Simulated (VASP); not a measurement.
The system is Sn.

```
CELL_PARAMETERS angstrom
-1.82899 1.90950 1.88324
1.86659 -1.84590 1.85725
1.85044 1.86735 -1.81964
ATOMIC_POSITIONS crystal
Sn 0.00000 0.00000 0.00000
```

* Program: VASP 6.6.1
* Task: relaxation of cell and atoms
* Functional: PBEsol
* Potentials or basis: VASP PAW PBE potentials, release 64 (Sn_d)
* Cutoff: 600 eV
* k mesh: 12 × 12 × 12
* Occupations: gaussian, width 0.15 eV
* Spin: no spin polarisation

At the start: pressure -0.2 GPa; volume 26.24 Å³/atom.

Q: How do energy, volume and symmetry change on relaxing?

A: Over 10 steps the energy falls by 3.9 meV/atom and the volume is 26.00 Å³/atom (-0.9 %); space group R-3m (No. 166, to 0.1 Å) before, Im-3m (No. 229, to 0.1 Å).

The path:
```csv
step,energy change (eV),largest force (eV/Å),pressure (GPa),volume (Å³)
1,0.0000,0.0000,-0.24,26.24
2,-0.0017,0.0000,-0.05,26.09
3,-0.0027,0.0000,0.24,25.93
4,-0.0013,0.0000,0.98,25.60
5,-0.0028,0.0000,0.36,25.86
6,-0.0037,0.0000,0.09,25.97
7,-0.0037,0.0000,0.06,25.99
8,-0.0039,0.0000,-0.03,26.03
9,-0.0039,0.0000,-0.08,26.05
10,-0.0039,0.0000,0.00,26.00
```

Final structure:
```cif
data_structure
_symmetry_space_group_name_H-M 'P 1'
_symmetry_Int_Tables_number 1
_cell_length_a 3.2333
_cell_length_b 3.2319
_cell_length_c 3.2314
_cell_angle_alpha 109.492
_cell_angle_beta 109.428
_cell_angle_gamma 109.482
_cell_volume 26.00
loop_
_atom_site_label
_atom_site_type_symbol
_atom_site_fract_x
_atom_site_fract_y
_atom_site_fract_z
_atom_site_occupancy
Sn1 Sn 0.00000 0.00000 0.00000 1
```

Caveat: the PAW data sets were made with another functional, which shifts forces and pressure a little.
